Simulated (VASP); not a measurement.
## WSe2: single point with PBEsol

The system is WSe2, a slab with vacuum.

```
W Se
1.0
     3.13940    0.00000    0.00000
    -1.56970    2.71880    0.00000
     0.00000    0.00000   16.66114
W Se
1 2
Direct
  0.00000 0.00000 0.99691
  0.33333 0.66667 0.10400
  0.33333 0.66667 0.90320
```

```json
{
 "Program": "VASP 6.6.1",
 "Task": "single point",
 "Functional": "PBEsol",
 "Potentials or basis": "VASP PAW PBE potentials, release 64 (W_sv, Se)",
 "Cutoff": "520 eV",
 "k mesh": "9 × 9 × 2",
 "Occupations": "gaussian, width 0.05 eV",
 "Spin": "no spin polarisation",
 "Dipole correction": "no",
 "Further INCAR settings": "ALGO = Normal; EDIFF = 1e-06; NBANDS = 20"
}
```

```json
{
  "Largest force": "4.034 eV/Å",
  "Band gap on the k mesh": "1.69 eV, indirect (least direct gap 2.20 eV)"
}
```

Forces on the atoms (eV/Å):
```
W    0.000  0.000  4.034
Se   0.000  0.000 -0.644
Se   0.000  0.000 -3.389
```

Levels at points of the mesh, in eV from the valence-band top:
| k point | band 11 | band 12 | band 13 | band 14 | band 15 | band 16 |
| --- | --- | --- | --- | --- | --- | --- |
| (0.00, 0.00, 0.00) | -0.77 | -0.77 | -0.50 | 3.38 | 3.38 | 4.12 |
| (0.00, 0.00, 0.50) | -0.77 | -0.77 | -0.50 | 3.38 | 3.38 | 4.12 |

Wall time 83 s on 1 thread of Intel(R) Xeon(R) Platinum 8259CL CPU @ 2.50GHz (Skylake/Cascade Lake), on a shared host, peak memory 0.28 GiB.

Caveat: the PAW data sets were made with another functional, which shifts forces and pressure a little; spin-orbit coupling is left out, which moves the levels of the heavy elements.
